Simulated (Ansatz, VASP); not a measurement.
# Two plane-wave programs on ZnS

```xyz
4
Lattice="3.8058 0.0000 0.0000 -1.9029 3.2959 0.0000 0.0000 0.0000 6.2380" Properties=species:S:1:pos:R:3 pbc="T T T"
Zn    0.0000    2.1973    0.0009
Zn    1.9029    1.0986    3.1199
S     0.0000    2.1973    2.3384
S     1.9029    1.0986    5.4574
```

Alike in both runs: functional r2SCAN; k mesh 10 × 10 × 6; occupations fermi-dirac, width 0.01 eV; no spin polarisation.

Ansatz relaxed the structure, and its values are those at the end. VASP's run is a single point on that final structure, the one shown.

|  | VASP | Ansatz |
| --- | --- | --- |
| version | VASP 6.6.1 | Ansatz 0.2.0 |
| potentials or method | VASP PAW PBE potentials, release 64 (Zn, S) | plane-wave PAW, scalar-relativistic |
| plane-wave cutoff (eV) | 520 | 500 |
| valence electrons in the cell | 36 | 36 |

|  | VASP | Ansatz | Ansatz less VASP |
| --- | --- | --- | --- |
| gap on the k mesh at the Fermi level (eV) | 2.80 | 2.79 | -0.010 |
| pressure (GPa) | 0.2 | 0.1 | -0.09 |
| rms of the force components (eV/Å) | 0.004 | 0.006 | +0.0019 |

VASP's potentials were made for PBE, not for r2SCAN. With one functional, cell and mesh, what is left measures potentials, basis and numerics. Ansatz's warnings: stress scf threshold loose.
